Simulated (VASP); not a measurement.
# MgO (P1) in VASP: further runs

MgO is run at these levels: LDA; tasks: single point.

Everything below comes from runs of VASP 6.6.1. Logs are shortened: lines on timing, memory, paths and dates and some standing lists are left out, and cuts for length are marked.

## 1. The cell of the first run

The typed cell holds 2 atoms: a = 2.974 Å, b = 2.945 Å, c = 2.966 Å, α = 60.76°, β = 59.35°, γ = 60.88°.

## 2. Single point, LDA

Input file INCAR:

```
PREC = Accurate
ENCUT = 840
EDIFF = 1E-6
ISMEAR = 0
SIGMA = 0.01
LREAL = False
LASPH = True
NELM = 120
ALGO = Normal
ISIF = 2
LWAVE = False
LCHARG = True
GGA = CA
LELF = True
LVHAR = True
NBANDS = 15
GGA_COMPAT = False
```

Input file KPOINTS:

```
regular mesh
0
Gamma
  6 6 6
```

Input file POSCAR:

```
MgO
1.0
   -0.0103626711      2.1304673390      2.0750300436
    2.0825175227     -0.0170714524      2.0817388249
    2.0694893091      2.1241379233     -0.0040332554
Mg O
1 1
Direct
    0.9960300000      0.0476900000      0.9449100000
    0.5139600000      0.5606200000      0.4707200000
```

Potentials or basis: VASP PAW LDA potentials, release 64 (Mg_sv, O).

Run with:

```bash
$ cat potpaw_LDA.64/Mg_sv/POTCAR potpaw_LDA.64/O/POTCAR > POTCAR
$ mpirun -np 1 vasp_std > vasp.out
```

OUTCAR:

```text
PREC = Accurate
   ENCUT = 840
   EDIFF = 1E-6
   ISMEAR = 0
   LREAL = False
   LASPH = True
   NELM = 120
   ISIF = 2
   GGA = CA

 ion  position               nearest neighbor table
   1  0.996  0.048  0.945-   2 2.00   2 2.02   2 2.05
   2  0.514  0.561  0.471-   1 2.00   1 2.02   1 2.05

  LATTYP: Found a triclinic cell.
 ALAT       =     2.9655967671
 B/A-ratio  =     0.9916398929
 C/A-ratio  =     0.9929277886
 COS(alpha) =     0.0003891025
 COS(beta)  =     0.4884119474
 COS(gamma) =     0.4929543006

  Lattice vectors:

 A1 = (  -2.0694893091,  -2.1241379233,   0.0040332554)
 A2 = (  -2.0798519802,   0.0063294157,   2.0790632990)
 A3 = (  -2.0825175227,   0.0170714524,  -2.0817388249)

Analysis of symmetry for initial positions (statically):
=====================================================================
 Subroutine PRICEL returns:
 Original cell was already a primitive cell.

 Routine SETGRP: Setting up the symmetry group for a
 triclinic supercell.

 Subroutine GETGRP returns: Found  1 space group operations
 (whereof  1 operations were pure point group operations)
 out of a pool of  2 trial point group operations.

The static configuration has the point symmetry C_1 .

Analysis of symmetry for dynamics (positions and initial velocities):
=====================================================================
 Subroutine PRICEL returns:
 Original cell was already a primitive cell.

 Routine SETGRP: Setting up the symmetry group for a
 triclinic supercell.

 Subroutine GETGRP returns: Found  1 space group operations
 (whereof  1 operations were pure point group operations)
 out of a pool of  2 trial point group operations.

The dynamic configuration has the point symmetry C_1 .

 Subroutine INISYM returns: Found  1 space group operations
 (whereof  1 operations are pure point group operations),
 and found     1 'primitive' translations

----------------------------------------------------------------------------------------

                                     Primitive cell

  volume of cell :      18.4944

  direct lattice vectors                    reciprocal lattice vectors
    -0.010362671  2.130467339  2.075030044    -0.239090584  0.233397180  0.241094010
     2.082517523 -0.017071452  2.081738825     0.238788395 -0.232190064  0.239585848
     2.069489309  2.124137923 -0.004033255     0.241722131  0.234820490 -0.239886887

  length of vectors
     2.974012130  2.944623440  2.965596767     0.412025330  0.410284659  0.413661661

  position of ions in fractional coordinates (direct lattice)
     0.996030000  0.047690000  0.944910000
     0.513960000  0.560620000  0.470720000

  ion indices of the primitive-cell ions
   primitive index   ion index
                 1           1
                 2           2

----------------------------------------------------------------------------------------

 KPOINTS: regular mesh

Automatic generation of k-mesh.
 Grid dimensions read from file:
 generate k-points for:    6    6    6

 Generating k-lattice:

  Cartesian coordinates                     Fractional coordinates (reciprocal lattice)
    -0.039848431  0.038899530  0.040182335     0.166666667  0.000000000 -0.000000000
     0.039798066 -0.038698344  0.039930975     0.000000000  0.166666667  0.000000000
     0.040287022  0.039136748 -0.039981148     0.000000000  0.000000000  0.166666667

  Length of vectors
     0.068670888  0.068380777  0.068943610

  Shift w.r.t. Gamma in fractional coordinates (k-lattice)
     0.000000000  0.000000000  0.000000000

 Subroutine IBZKPT returns following result:
 ===========================================

 Found    112 irreducible k-points:

 Following reciprocal coordinates:
            Coordinates               Weight
  0.000000  0.000000  0.000000      1.000000
  0.166667 -0.000000 -0.000000      2.000000
  0.333333 -0.000000  0.000000      2.000000
  0.500000 -0.000000  0.000000      1.000000
  0.000000  0.166667 -0.000000      2.000000
  0.166667  0.166667  0.000000      2.000000
[... 16 lines left out ...]
  0.333333 -0.000000  0.166667      2.000000
  0.500000 -0.000000  0.166667      2.000000
 [... further k-points ...]
   k-points           NKPTS =    112   k-points in BZ     NKDIM =    112   number of bands    NBANDS=     15
   number of dos      NEDOS =    301   number of ions     NIONS =      2
   total plane-waves  NPLWV =  21952
   dimension x,y,z NGX =    28 NGY =   28 NGZ =   28
   dimension x,y,z NGXF=    56 NGYF=   56 NGZF=   56
   ions per type =               1   1
   NGX,Y,Z   is equivalent  to a cutoff of  15.65, 15.81, 15.70 a.u.
   NGXF,Y,Z  is equivalent  to a cutoff of  31.30, 31.62, 31.39 a.u.
 SYSTEM =  unknown system
   PREC   = accura    normal or accurate (medium, high low for compatibility)
   ISTART =      0    job   : 0-new  1-cont  2-samecut
   ICHARG =      2    charge: 1-file 2-atom 10-const
   ISPIN  =      1    spin polarized calculation?
   LNONCOLLINEAR =      F non collinear calculations
   LSORBIT =      F    spin-orbit coupling
   LASPH  =      T    aspherical Exc in radial PAW
   ENCUT  =  840.0 eV  61.74 Ry    7.86 a.u.   7.03  6.96  7.01*2*pi/ulx,y,z
   NELM   =    120;   NELMIN=  2; NELMDL= -5     # of ELM steps
   EDIFF  = 0.1E-05   stopping-criterion for ELM
   LREAL  =      F    real-space projection
   EDIFFG = 0.1E-04   stopping-criterion for IOM
   NSW    =      0    number of steps for IOM
   IBRION =     -1    ionic relax: 0-MD 1-quasi-New 2-CG
   NFREE  =      0    steps in history (QN), initial steepest desc. (CG)
   ISIF   =      2    stress and relaxation
   ISYM   =      2    0-nonsym 1-usesym 2-fastsym
   POTIM  = 0.5000    time-step for ionic-motion
   TEBEG  =    0.0;   TEEND  =   0.0 temperature during run
   PSTRESS=    0.0 pullay stress
   NELECT =      16.0000    total number of electrons
   NUPDOWN=      -1.0000    fix difference up-down
   EMIN   =  10.00;   EMAX   =-10.00  energy-range for DOS
   EFERMI =   0.00;   METHOD = LEGACY
   ISMEAR =     0;   SIGMA  =   0.01  broadening in eV -4-tet -1-fermi 0-gaus
   EFERMI_NEDOS =   21; number of points for ismear=-14 and -15
   IALGO  =     38    algorithm
   IMIX   =      4    mixing-type and parameters
     AMIX     =   0.40;   BMIX     =  1.00
     AMIX_MAG =   1.60;   BMIX_MAG =  1.00
  volume/ion in A,a.u.               =       9.25        62.40
  Fermi-wavevector in a.u.,A,eV,Ry     =   1.559917  2.947816 33.107629  2.433342
  Thomas-Fermi vector in A             =   2.663206
   LORBIT       =      0    0 simple, 1 ext, 2 COOP (PROOUT), +10 PAW based schemes
   GGA     = CA    functional components
   LHFCALC =     F    Hartree Fock is set to
   AEXX    =    0.0000 exact exchange contribution
   IVDW    =     0    specifies the selected vdW correction
   LEPSILON=     F    determine dielectric tensor
   LRPA    =     F    only Hartree local field effects (RPA)
 non-spin polarized calculation
 Gauss-broadening in eV      SIGMA  =   0.01
  energy-cutoff  :      840.00
  volume of cell :       18.49
 maximum number of plane-waves:      1035
   NGX = 13   NGY = 13   NGZ = 13

 number of electron      16.0000002 magnetization

 Free energy of the ion-electron system (eV)
  ---------------------------------------------------
  ext. energy  EPLUGINS =         0.00000000
  ---------------------------------------------------
  free energy    TOTEN  =       -13.17400414 eV

  energy without entropy =      -13.17400414  energy(sigma->0) =      -13.17400414

 E-fermi :   2.9417     XC(G=0): -11.9775

 val. band max:        2.6985127326   @ k =   0.0000   0.0000   0.0000
 cond. band min:       7.3876727779   @ k =   0.0000   0.0000   0.0000
 fundamental gap:      4.6891600453
 Fermi energy:         2.9417248417

 k-point     1 :       0.0000    0.0000    0.0000
  band No.  band energies     occupation
      1     -68.6307      2.00000
      2     -36.1004      2.00000
      3     -36.0866      2.00000
      4     -36.0857      2.00000
      5     -14.3928      2.00000
      6       2.5701      2.00000
      7       2.6082      2.00000
      8       2.6985      2.00000
      9       7.3877      0.00000
     10      17.9874      0.00000
     11      18.3934      0.00000
     12      18.5454      0.00000
     13      22.2540      0.00000
     14      23.5795      0.00000
     15      24.3947      0.00000

 k-point     2 :       0.1667   -0.0000   -0.0000
  band No.  band energies     occupation
      1     -68.6283      2.00000
      2     -36.1154      2.00000
      3     -36.0980      2.00000
      4     -36.0885      2.00000
      5     -14.0868      2.00000
      6       1.0799      2.00000
      7       2.4152      2.00000
      8       2.5169      2.00000
      9       8.7855      0.00000
     10      15.9077      0.00000
     11      18.6889      0.00000
     12      19.0898      0.00000
     13      22.4248      0.00000
     14      23.0295      0.00000
     15      24.8581      0.00000

 k-point     3 :       0.3333   -0.0000    0.0000
  band No.  band energies     occupation
      1     -68.6234      2.00000
      2     -36.1618      2.00000
      3     -36.1054      2.00000
      4     -36.0924      2.00000
      5     -13.3959      2.00000
      6      -1.1180      2.00000
      7       2.0892      2.00000
      8       2.1900      2.00000
      9      10.2505      0.00000
     10      14.7587      0.00000
     11      18.7864      0.00000
     12      19.3382      0.00000
     13      23.2039      0.00000
     14      23.5906      0.00000
     15      24.1521      0.00000
[... 343 lines left out ...]
 k-point    23 :       0.3333   -0.0000    0.1667
  band No.  band energies     occupation
      1     -68.6237      2.00000
      2     -36.1493      2.00000
      3     -36.1063      2.00000
      4     -36.0995      2.00000
      5     -13.4783      2.00000
      6      -0.4762      2.00000
      7       1.7379      2.00000
      8       1.9554      2.00000
      9      10.8905      0.00000
     10      14.1174      0.00000
     11      17.4221      0.00000
     12      20.0011      0.00000
     13      20.9397      0.00000
     14      25.4986      0.00000
     15      27.3156      0.00000

 k-point    24 :       0.5000   -0.0000    0.1667
  band No.  band energies     occupation
      1     -68.6203      2.00000
      2     -36.1743      2.00000
      3     -36.1196      2.00000
      4     -36.1002      2.00000
      5     -12.9586      2.00000
      6      -1.6132      2.00000
      7       1.1363      2.00000
      8       1.8363      2.00000
      9      11.5599      0.00000
     10      14.6727      0.00000
     11      16.5345      0.00000
     12      19.8426      0.00000
     13      22.6003      0.00000
     14      26.0014      0.00000
     15      26.7039      0.00000

 [... further k-points ...]

------------------------ aborting loop because EDIFF is reached ----------------------------------------

  FORCE on cell =-STRESS in cart. coord.  units (eV):
  Direction    XX          YY          ZZ          XY          YZ          ZX
  --------------------------------------------------------------------------------------
  -------------------------------------------------------------------------------------
  Total       -0.0114683     -0.5557326     -0.1083850      0.1343514      0.0473147     -0.0668790
  in kB       -0.9935031    -48.1433971     -9.3894458     11.6389316      4.0989003     -5.7937645
  external PRESSURE =     -19.5087820 kB  Pullay stress =       0.0000000 kB

 VOLUME and BASIS-vectors are now :
 -----------------------------------------------------------------------------
  energy-cutoff  :      840.00
  volume of cell :       18.49
      direct lattice vectors                 reciprocal lattice vectors
    -0.010362671  2.130467339  2.075030044    -0.239090584  0.233397180  0.241094010
     2.082517523 -0.017071452  2.081738825     0.238788395 -0.232190064  0.239585848
     2.069489309  2.124137923 -0.004033255     0.241722131  0.234820490 -0.239886887

 POSITION                                       TOTAL-FORCE (eV/Angst)
 -----------------------------------------------------------------------------------
      2.04447      4.12831      2.16226         0.491274      0.358714      0.385505
      2.13632      2.08528      2.23165        -0.491274     -0.358714     -0.385505
 -----------------------------------------------------------------------------------
    total drift:                               -0.000303     -0.000162     -0.000698

  FREE ENERGIE OF THE ION-ELECTRON SYSTEM (eV)
  ---------------------------------------------------
  free  energy   TOTEN  =       -13.1740041391 eV

  energy  without entropy=      -13.1740041391  energy(sigma->0) =      -13.17400414
```

It took 20 s on 1 thread of Intel Xeon 6975P-C (Granite Rapids), shared host; peak memory 0.17 GiB.

What came out:

```yaml
Free_energy: -13.1740 eV
Pressure: -2.0 GPa
Largest_force: 0.720 eV/Å
Band_gap_on_the_k_mesh: 4.69 eV
```

Forces on the atoms (eV/Å):
```
Mg   0.491  0.359  0.386
O   -0.491 -0.359 -0.386
```

Levels at points of the mesh, in eV from the valence-band top:
```
           k point  band 5  band 6  band 7  band 8  band 9  band 10  band 11  band 12
(0.00, 0.00, 0.00)  -17.09   -0.13   -0.09    0.00    4.69    15.29    15.69    15.85
(0.50, 0.00, 0.00)  -15.69   -4.79   -0.77   -0.66    7.75    12.33    15.82    16.44
(0.00, 0.50, 0.00)  -15.71   -4.81   -0.70   -0.67    7.79    12.24    16.07    16.40
(0.50, 0.50, 0.00)  -15.43   -4.17   -1.59   -1.36    8.81     9.67    13.08    18.38
(0.00, 0.00, 0.50)  -15.68   -4.77   -0.81   -0.68    7.72    12.40    15.70    16.39
(0.50, 0.00, 0.50)  -15.51   -4.26   -1.36   -1.36    9.08     9.70    12.75    18.93
(0.00, 0.50, 0.50)  -15.43   -4.17   -1.56   -1.38    8.82     9.66    13.07    18.43
(0.50, 0.50, 0.50)  -15.67   -4.75   -0.84   -0.73    7.74    12.52    15.65    16.32
```

Caveat: the k points lie up to 0.43 Å⁻¹ apart. Expect the measured gap to be larger: semilocal functionals such as LDA lack the derivative discontinuity.

## 3. Single point, LDA

This run uses another cell than the first one, of 9.29 Å³/atom.

Input file INCAR:

```
PREC     = Accurate       # precision mode
ENCUT    = 840            # plane-wave cutoff, eV
EDIFF    = 1E-6           # SCF threshold, eV
ISMEAR   = 0              # smearing method
SIGMA    = 0.01           # smearing width, eV
LREAL    = False          # projectors in reciprocal space
LASPH    = True           # aspherical terms in the spheres
NELM     = 120            # most SCF steps
ALGO     = Normal         # electronic algorithm
ISIF     = 2              # what is computed and relaxed
LWAVE    = False          # write WAVECAR
LCHARG   = False          # write CHGCAR
NBANDS   = 15             # bands
GGA_COMPAT= False
```

Input file KPOINTS:

```
Automatic mesh
0
Gamma
  6 6 6
```

Input file POSCAR:

```
MgO
1.0
   -0.0103800000      2.1340300000      2.0785000000
    2.0860000000     -0.0171000000      2.0852200000
    2.0729500000      2.1276900000     -0.0040400000
Mg O
1 1
Direct
    0.9960300000      0.0476900000      0.9449100000
    0.5187738303      0.5654037174      0.4659302718
```

Potentials or basis: VASP PAW LDA potentials, release 64 (Mg_sv, O).

Run with:

```bash
$ cat potpaw_LDA.64/Mg_sv/POTCAR potpaw_LDA.64/O/POTCAR > POTCAR
$ mpirun -np 1 vasp_std > vasp.out
```

It took 20 s on 1 thread of AMD EPYC 9R45 (Zen 5), shared host; peak memory 0.15 GiB.

Results (log left out):

* Free energy: -13.1641 eV
* Pressure: -2.4 GPa
* Largest force: 0.774 eV/Å
* Band gap on the k mesh: 4.64 eV

Forces on the atoms (eV/Å):
```
Mg   0.475  0.344  0.505
O   -0.475 -0.344 -0.505
```

Stress tensor (GPa, compression positive):
```
-1.04  1.18 -0.68
 1.18 -5.58  0.31
-0.68  0.31 -0.71
```

Levels at points of the mesh, in eV from the valence-band top:
```csv
k point,band 4,band 5,band 6,band 7,band 8,band 9,band 10,band 11,band 12,band 13
"(0.00, 0.00, 0.00)",-38.80,-17.07,-0.13,-0.10,0.00,4.64,15.27,15.66,15.84,19.51
"(0.50, 0.00, 0.00)",-38.81,-15.68,-4.77,-0.77,-0.65,7.72,12.26,15.75,16.41,20.59
"(0.00, 0.50, 0.00)",-38.80,-15.70,-4.79,-0.69,-0.67,7.76,12.17,16.04,16.34,20.62
"(0.50, 0.50, 0.00)",-38.83,-15.42,-4.15,-1.58,-1.36,8.81,9.60,13.03,18.31,18.94
"(0.00, 0.00, 0.50)",-38.81,-15.67,-4.75,-0.80,-0.67,7.68,12.32,15.64,16.35,20.54
"(0.50, 0.00, 0.50)",-38.83,-15.50,-4.24,-1.36,-1.35,9.08,9.63,12.70,18.85,19.00
"(0.00, 0.50, 0.50)",-38.83,-15.42,-4.15,-1.56,-1.38,8.82,9.59,13.02,18.34,18.92
"(0.50, 0.50, 0.50)",-38.81,-15.66,-4.73,-0.84,-0.73,7.72,12.46,15.60,16.27,20.55
```

Caveat: the k points lie up to 0.43 Å⁻¹ apart. LDA gaps usually lie below the measured ones, often by a third to a half.
